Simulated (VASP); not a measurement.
Set up this calculation in VASP 6.6.1, as the native input.

| Property | Result |
| --- | --- |
| Task | relaxation of cell and atoms |
| Functional | PBE |
| Potentials or basis | VASP PAW PBE potentials, release 64 (Si, Hg) |
| Cutoff | 600 eV |
| k mesh | 9 × 9 × 9 |
| Occupations | fermi-dirac, width 0.03 eV |
| Spin | no spin polarisation |
| Dipole correction | no |
| Further INCAR settings | ALGO = Normal; EDIFF = 1e-07; IBRION = 2; EDIFFG = -0.005; NSW = 100; ISIF = 3 |

The structure of SiHg2 (fluorite type) lies in POSCAR:

```
SiHg2
1.0
    0.0000000000      3.1649788141      3.1649788141
    3.1649788141      0.0000000000      3.1649788141
    3.1649788141      3.1649788141      0.0000000000
Si Hg
1 2
Direct
    0.0000000000      0.0000000000      0.0000000000
    0.2500000000      0.2500000000      0.2500000000
    0.7500000000      0.7500000000      0.7500000000
```

These files were run (other wordings do the same):

INCAR

```
ALGO = Normal ; EDIFF = 1E-7
EDIFFG = -0.005 ; ENCUT = 600
GGA = PE ; IBRION = 2
ISIF = 3 ; ISMEAR = -1
LASPH = T ; LCHARG = F
LREAL = F ; LWAVE = F
NELM = 80 ; NSW = 100
PREC = Accurate ; SIGMA = 0.03
```

KPOINTS

```
k-points
0
Gamma
  9 9 9
```

Potentials or basis: VASP PAW PBE potentials, release 64 (Si, Hg).

Launch:

```bash
$ cat potpaw_PBE.64/Si/POTCAR potpaw_PBE.64/Hg/POTCAR > POTCAR
$ mpirun -np 1 vasp_std > vasp.out
```

Results of the run:

```yaml
Relaxed_volume: 23.84 Å³/atom
Relaxed_cell: a = 4.659 Å, b = 4.659 Å, c = 4.659 Å, α = 60.00°, β = 60.00°, γ = 60.00°
Space_group_after_relaxing_to_0.1_Å: Fm-3m (No. 225)
Energy_gained_by_relaxing: 59.5 meV/atom
Ionic_steps: 5
Pressure_after_relaxing: 0.0 GPa
Band_gap_on_the_k_mesh: zero (bands 14 and 15 overlap by 3.11 eV)
```

Caveat: spin-orbit coupling is left out, which moves the levels of the heavy elements.

Wall time 4 min on 1 thread of Intel Xeon 8259CL (shared host), peak memory 0.25 GiB.
